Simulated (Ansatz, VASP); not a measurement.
Two plane-wave programs on In

INCAR

```
ALGO = Fast
EDIFF = 1E-6
ENCUT = 520
GGA = CA
ISIF = 2
ISMEAR = 0
LASPH = T
LCHARG = T
LELF = T
LREAL = F
LVHAR = T
LWAVE = F
NBANDS = 12
NELM = 80
PREC = Accurate
SIGMA = 0.15
```

File KPOINTS:

```
k-points
0
Gamma
  22 22 22
```

File POSCAR:

```
In
1.0
   -1.5299236394      1.5299236394      2.3078898100
    1.5299236394     -1.5299236394      2.3078898100
    1.5299236394      1.5299236394     -2.3078898100
In
1
Direct
    0.0000000000      0.0000000000      0.0000000000
```

Input for Ansatz:

```yaml
crystal:
  lattice:
    - [-1.5299236394, 1.5299236394, 2.30788981]
    - [1.5299236394, -1.5299236394, 2.30788981]
    - [1.5299236394, 1.5299236394, -2.30788981]
  atoms:
    - { symbol: In, position: [0.0, 0.0, 0.0] }
basis:
  ecutwfc: 420
kpoints:
  mp_grid: { grid: [22, 22, 22] }
hamiltonian:
  xc: lda
  pseudopotentials: { kind: paw }
scf:
  occupations: { method: gaussian, width: 0.15 }
output:
  forces: true
  stress: true
  eigenvalues: true
  write_density: true
  write_potential: true
  elf: true
  volumetric_format: npy
```

Alike in both runs: task single point; functional LDA; k mesh 22 × 22 × 22; occupations gaussian, width 0.15 eV; no spin polarisation.

```csv
,VASP,Ansatz
version,VASP 6.6.1,Ansatz 0.2.0
potentials or method,"VASP PAW LDA potentials, release 64 (In_d), cutoff 520 eV","scalar-relativistic, plane waves, PAW"
valence electrons in the cell,13,13
```

Ansatz gave:

```
gap on the k mesh at the Fermi level (eV)                     : none
pressure (GPa)                                                : 9.0
traceless stress, the component that is largest in VASP (GPa) : 0.06
```

**Question.** Estimate VASP's values.

**Answer.** gap on the k mesh at the Fermi level (eV): none; pressure (GPa): 10.1; traceless stress, the component that is largest in VASP (GPa): 0.06.

LDA's correlation is that of Perdew and Zunger in VASP and of Perdew and Wang (1992) in Ansatz. A gap of «none» marks a metal or a gap that the smearing closes.
